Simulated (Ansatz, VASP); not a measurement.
**Ti3ZnH in VASP and in Ansatz**

The input INCAR:

```
SYSTEM = Ti3ZnH
ALGO     = Normal         ! electronic algorithm
EDIFF    = 1E-7           ! SCF threshold, eV
ENCUT    = 520            ! plane-wave cutoff, eV
GGA      = PE             ! functional
ISIF     = 2              ! what is computed and relaxed
ISMEAR   = 0              ! smearing method
LASPH    = .True.         ! aspherical terms in the spheres
LCHARG   = .False.        ! write CHGCAR
LREAL    = .False.        ! projectors in reciprocal space
LWAVE    = .False.        ! write WAVECAR
NBANDS   = 32             ! bands
NELM     = 60             ! most SCF steps
PREC     = Accurate       ! precision mode
SIGMA    = 0.1            ! smearing width, eV
```

KPOINTS

```
k-points
0
Gamma
  10 10 10
  0 0 0
```

POSCAR

```
Ti3ZnH
1.0
    4.1779261495      0.0000000000      0.0000000000
    0.0000000000      4.1779261495      0.0000000000
    0.0000000000      0.0000000000      4.1779261495
Ti Zn H
3 1 1
Direct
    0.0000000000      0.5000000000      0.5000000000
    0.5000000000      0.5000000000      0.0000000000
    0.5000000000      0.0000000000      0.5000000000
    0.0000000000      0.0000000000      0.0000000000
    0.5000000000      0.5000000000      0.5000000000
```

Input for Ansatz:

```yaml
crystal:
  lattice:
    - [4.1779261495, 0.0, 0.0]
    - [0.0, 4.1779261495, 0.0]
    - [0.0, 0.0, 4.1779261495]
  atoms:
    - { symbol: Ti, position: [0.0, 0.5, 0.5] }
    - { symbol: Ti, position: [0.5, 0.5, 0.0] }
    - { symbol: Ti, position: [0.5, 0.0, 0.5] }
    - { symbol: Zn, position: [0.0, 0.0, 0.0] }
    - { symbol: H, position: [0.5, 0.5, 0.5] }
basis:
  ecutwfc: 420
kpoints:
  mp_grid: { grid: [10, 10, 10] }
hamiltonian:
  xc: pbe
scf:
  occupations: { method: gaussian, width: 0.1 }
output:
  forces: true
  stress: true
  eigenvalues: true
```

Alike in both runs: task single point; functional PBE; k mesh 10 × 10 × 10; occupations gaussian, width 0.1 eV; no spin polarisation.

|  | VASP | Ansatz |
| --- | --- | --- |
| version | VASP 6.6.1 | Ansatz 0.2.0 |
| potentials or method | VASP PAW PBE potentials, release 64 (Ti_sv, Zn, H), cutoff 520 eV | scalar-relativistic, plane waves, PAW |
| valence electrons in the cell | 49 | 49 |

|  | VASP | Ansatz | Ansatz less VASP |
| --- | --- | --- | --- |
| gap on the k mesh at the Fermi level (eV) | none | none | - |
| pressure (GPa) | -9.4 | -9.4 | -0.02 |

A gap of «none» marks a metal or a gap that the smearing closes. With one functional, cell and mesh, what is left measures potentials, basis and numerics.
